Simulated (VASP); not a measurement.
The system is PbO2.

```
Pb O
1.0
     0.00000    2.66547    2.66547
     2.66547    0.00000    2.66547
     2.66547    2.66547    0.00000
Pb O
1 2
Direct
  0.00000 0.00000 0.00000
  0.75000 0.75000 0.75000
  0.25000 0.25000 0.25000
```

Base run:

- Program: VASP 6.6.1
- Functional: r2SCAN
- Potentials or basis: VASP PAW PBE potentials, release 64 (Pb_d, O_h)
- Cutoff: 910 eV
- k mesh: 9 × 9 × 9
- Occupations: fermi-dirac, width 0.05 eV
- Spin: no spin polarisation

Its results: band gap on the k mesh zero (band 13 reaches 6.16 eV, above the bottom of band 14 at 4.90 eV); pressure 0.0 GPa.

Task: After a change of settings the same cell gave: band gap on the k mesh zero (band 13 reaches 5.83 eV, above the bottom of band 14 at 4.57 eV); pressure -4.3 GPa. Which change was it?
A. potentials or basis from VASP PAW PBE potentials, release 64 (Pb_d, O_h) to VASP PAW PBE potentials, release 64 (Pb_d, O); cutoff from 910 eV to 520 eV
B. functional from r2SCAN to PBE; potentials or basis from VASP PAW PBE potentials, release 64 (Pb_d, O_h) to VASP PAW PBE potentials, release 64 (Pb_d, O); cutoff from 910 eV to 520 eV
C. functional from r2SCAN to LDA; potentials or basis from VASP PAW PBE potentials, release 64 (Pb_d, O_h) to VASP PAW LDA potentials, release 64 (Pb_d, O); cutoff from 910 eV to 520 eV

Result: C.

Caveats: spin-orbit coupling is left out, which moves the levels of the heavy elements; the cutoff is under 1.25 times the usual one of these potentials, so pressure, stress and relaxed cells hold a basis-set (Pulay) error (some runs); the PAW data sets were made with another functional, which shifts forces and pressure a little (some runs).
